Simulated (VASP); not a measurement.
Wanted: the native input for a VASP 6.6.1 run.

```
Task                   : single point
Functional             : PBE
Potentials or basis    : VASP PAW PBE potentials, release 64 (Pd)
Cutoff                 : 520 eV
k mesh                 : 14 × 14 × 14
Occupations            : gaussian, width 0.6 eV
Spin                   : collinear spin, ferromagnetic start
Starting moments       : [0.288] μB
Dipole correction      : no
Further INCAR settings : ALGO = Normal; EDIFF = 1e-07; NBANDS = 15
```

The structure of Pd lies in POSCAR:

```
Pd
1.0
    0.0000000000      1.9737080107      1.9737080107
    1.9737080107      0.0000000000      1.9737080107
    1.9737080107      1.9737080107      0.0000000000
Pd
1
Direct
    0.0000000000      0.0000000000      0.0000000000
```

The input as run:

INCAR

```
SYSTEM = Pd
PREC = Accurate ; ENCUT = 520
EDIFF = 1E-7 ; ISMEAR = 0
SIGMA = 0.6 ; LREAL = .FALSE.
LASPH = .TRUE. ; NELM = 150
ALGO = Normal ; ISIF = 2
LWAVE = .FALSE. ; LCHARG = .FALSE.
ISPIN = 2 ; MAGMOM = 0.288
LORBIT = 11 ; LMAXMIX = 4
GGA = PE ; NBANDS = 15
```

KPOINTS

```
Automatic mesh
0
G
  14 14 14
  0 0 0
```

Potentials or basis: VASP PAW PBE potentials, release 64 (Pd).

The run is started by

```bash
$ cat potpaw_PBE.64/Pd/POTCAR > POTCAR
$ mpirun -np 1 vasp_std > vasp.out
```

Results of the run:

```
Pressure                                              : 0.4 GPa
Band gap on the k mesh                                : zero (filled and empty bands overlap)
Net moment                                            : 0.00 μB per cell
Valence electrons inside the program's atomic spheres : Pd 9.36
```

Run time: 26 s on 1 thread of Intel Xeon 6975P-C (shared host), peak memory 0.17 GiB.
